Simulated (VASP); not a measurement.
Here is a VASP 6.6.1 calculation.

The input INCAR:

```
SYSTEM = SnSe2
  ALGO = Normal
  DIPOL = 0.5 0.5 0.500
  EDIFF = 1E-6
  EDIFFG = -0.02
  ENCUT = 520
  GGA = PS
  IBRION = 2
  IDIPOL = 3
  ISIF = 2
  ISMEAR = 0
  LASPH = .True.
  LCHARG = .False.
  LDIPOL = .True.
  LREAL = .False.
  LWAVE = .False.
  NELM = 60
  NSW = 80
  PREC = Accurate
  SIGMA = 0.05
```

The input KPOINTS:

```
k-points
0
Gamma
  9 9 1
  0 0 0
```

POSCAR

```
SnSe2
1.0
    3.8189235629      0.0000000000      0.0000000000
   -1.9094617815      3.3072848206      0.0000000000
    0.0000000000      0.0000000000     24.3175659239
Se Sn
4 2
Direct
    0.6666666667      0.3333333333      0.3084190261
    0.3333333333      0.6666666667      0.4388594998
    0.6666666667      0.3333333333      0.5611405002
    0.3333333333      0.6666666667      0.6915809739
    0.0000000000      0.0000000000      0.3736392630
    0.0000000000      0.0000000000      0.6263607370
```

Potentials or basis: VASP PAW PBE potentials, release 64 (Se, Sn_d).

The run is started by

```bash
$ cat potpaw_PBE.64/Se/POTCAR potpaw_PBE.64/Sn_d/POTCAR > POTCAR
$ mpirun -np 1 vasp_std > vasp.out
```

Question: Predict the energy gained by relaxing.

Answer: 0.0 meV/atom.

Question: Predict the band gap on the k mesh.

Answer: 0.68 eV, indirect (least direct gap 0.96 eV).

Final structure:
```
CELL_PARAMETERS angstrom
3.81892 0.00000 0.00000
-1.90946 3.30728 0.00000
0.00000 0.00000 24.31757
ATOMIC_POSITIONS crystal
Se 0.66667 0.33333 0.30847
Se 0.33333 0.66667 0.43891
Se 0.66667 0.33333 0.56109
Se 0.33333 0.66667 0.69153
Sn 0.00000 0.00000 0.37356
Sn 0.00000 0.00000 0.62644
```

Caveat: spin-orbit coupling is left out, which moves the levels of the heavy elements.
